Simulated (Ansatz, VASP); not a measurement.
# Rh: VASP beside Ansatz

```
Rh
1.0
     2.94580    0.00000    0.00000
    -1.47290    2.55114    0.00000
     0.00000    0.00000    4.20218
Rh
2
Direct
  0.66667 0.33333 0.75000
  0.33333 0.66667 0.25000
```

Alike in both runs: task single point; functional PBE; k mesh 21 × 21 × 12; occupations gaussian, width 0.15 eV; no spin polarisation.

|  | VASP | Ansatz |
| --- | --- | --- |
| version | VASP 6.6.1 | Ansatz 0.2.0 |
| potentials or method | VASP PAW PBE potentials, release 64 (Rh_pv), cutoff 520 eV | scalar-relativistic, plane waves, PAW |
| valence electrons in the cell | 30 | 34 |

```csv
,VASP,Ansatz,Ansatz less VASP
gap on the k mesh at the Fermi level (eV),none,none,-
pressure (GPa),-18.1,-18.1,+0.03
"traceless stress, the component that is largest in VASP (GPa)",10.35,10.34,-0.009
```

A gap of «none» marks a metal or a gap that the smearing closes. VASP's potentials hold 30 valence electrons a cell and Ansatz's 34, so a difference there can come from the potentials and not from the codes.
